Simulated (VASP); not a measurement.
Set up this calculation in VASP 6.6.1, as the native input.

| Quantity | Value |
| --- | --- |
| Task | single point |
| Functional | PBE |
| Potentials or basis | VASP PAW PBE potentials, release 64 (Ta_pv) |
| Cutoff | 520 eV |
| k mesh | 8 × 8 × 8 |
| Occupations | fermi-dirac, width 0.05 eV |
| Spin | non-collinear spin, zero start, spin-orbit coupling |
| Starting moments | [[0.0, 0.0, 0.0]] μB |
| Dipole correction | no |
| Further INCAR settings | ALGO = Normal; EDIFF = 1e-06; NBANDS = 22 |

The structure of Ta lies in POSCAR:

```
Ta
1.0
   -1.6512800000      1.6512800000      1.6512800000
    1.6512800000     -1.6512800000      1.6512800000
    1.6512800000      1.6512800000     -1.6512800000
Ta
1
Direct
    0.0000000000      0.0000000000      0.0000000000
```

These files were run (other wordings do the same):

INCAR

```
SYSTEM = Ta
ALGO = Normal
EDIFF = 1E-6
ENCUT = 520
GGA = PE
GGA_COMPAT = .FALSE.
ISIF = 2
ISMEAR = -1
LASPH = .TRUE.
LCHARG = .FALSE.
LMAXMIX = 4
LNONCOLLINEAR = .TRUE.
LORBIT = 11
LORBMOM = .TRUE.
LREAL = .FALSE.
LSORBIT = .TRUE.
LWAVE = .FALSE.
MAGMOM = 0 0 0
NBANDS = 22
NELM = 150
PREC = Accurate
SIGMA = 0.05
```

KPOINTS

```
k-points
0
G
  8 8 8
  0 0 0
```

Potentials or basis: VASP PAW PBE potentials, release 64 (Ta_pv).

Launch:

```console
$ cat potpaw_PBE.64/Ta_pv/POTCAR > POTCAR
$ mpirun -np 1 vasp_ncl > vasp.out
```

Results of the run:

The pressure is 1.2 GPa. The net moment is 0.00 μB per cell and the valence electrons inside the program's atomic spheres are Ta 8.95.

It took 16 s on 1 thread of Intel(R) Xeon(R) 6975P-C (Granite Rapids), with other jobs on the host, peak memory 0.2 GiB.
